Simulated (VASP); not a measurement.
Set up this calculation in VASP 6.6.1, as the native input.

```yaml
Task: single point
Functional: PBE
Dispersion: D3(BJ)
Potentials_or_basis: VASP PAW PBE potentials, release 64 (Co, Pd, O)
Cutoff: 520 eV
k_mesh: 10 × 10 × 10
Occupations: gaussian, width 0.05 eV
Spin: collinear spin, zero start
Starting_moments: "[0.0, 0.0, 0.0, 0.0] μB"
Hubbard_terms: Co d U = 3.3 eV
Dipole_correction: no
Further_INCAR_settings: ALGO = Normal; EDIFF = 1e-06; NBANDS = 28
```

The structure of CoPdO2 lies in POSCAR:

```
CoPdO2
1.0
    1.4467875794      0.8353031985      5.9673439037
   -1.4467875794      0.8353031985      5.9673439037
    0.0000000000     -1.6706063967      5.9673439037
Co Pd O
1 1 2
Direct
    0.5000000000      0.5000000000      0.5000000000
    0.0000000000      0.0000000000      0.0000000000
    0.1125893493      0.1125893493      0.1125893493
    0.8874106507      0.8874106507      0.8874106507
```

This cell differs from its parent crystal: volume scaled by 1.04.

The input as run:

INCAR

```
PREC = Accurate
ENCUT = 520
EDIFF = 1E-6
ISMEAR = 0
SIGMA = 0.05
LREAL = F
LASPH = T
NELM = 150
ALGO = Normal
ISIF = 2
LWAVE = F
LCHARG = F
ISPIN = 2
MAGMOM = 0 0 0 0
LORBIT = 11
LMAXMIX = 4
LDAU = T
LDAUTYPE = 2
LDAUL = 2 -1 -1
LDAUU = 3.3 0 0
LDAUJ = 0 0 0
LDAUPRINT = 1
GGA = PE
IVDW = 12
NBANDS = 28
```

KPOINTS

```
regular mesh
0
Gamma
  10 10 10
```

Potentials or basis: VASP PAW PBE potentials, release 64 (Co, Pd, O).

Command:

```bash
$ cat potpaw_PBE.64/Co/POTCAR potpaw_PBE.64/Pd/POTCAR potpaw_PBE.64/O/POTCAR > POTCAR
$ mpirun -np 1 vasp_std > vasp.out
```

Results of the run:

```yaml
Pressure: -9.1 GPa
Largest_force: 0.061 eV/Å
Net_moment: 0.00 μB per cell
Valence_electrons_inside_the_program's_atomic_spheres: Co 8.31; Pd 9.31; O 4.99
Dispersion_energy_per_atom: -0.274 eV
```

Caveat: three body term missing; pairwise dispersion overbinds metals, which lowers pressure and volume.

It took 14 min on 1 thread of AMD EPYC 9R45 96-Core Processor (Zen 5), on a shared host, peak memory 0.54 GiB.
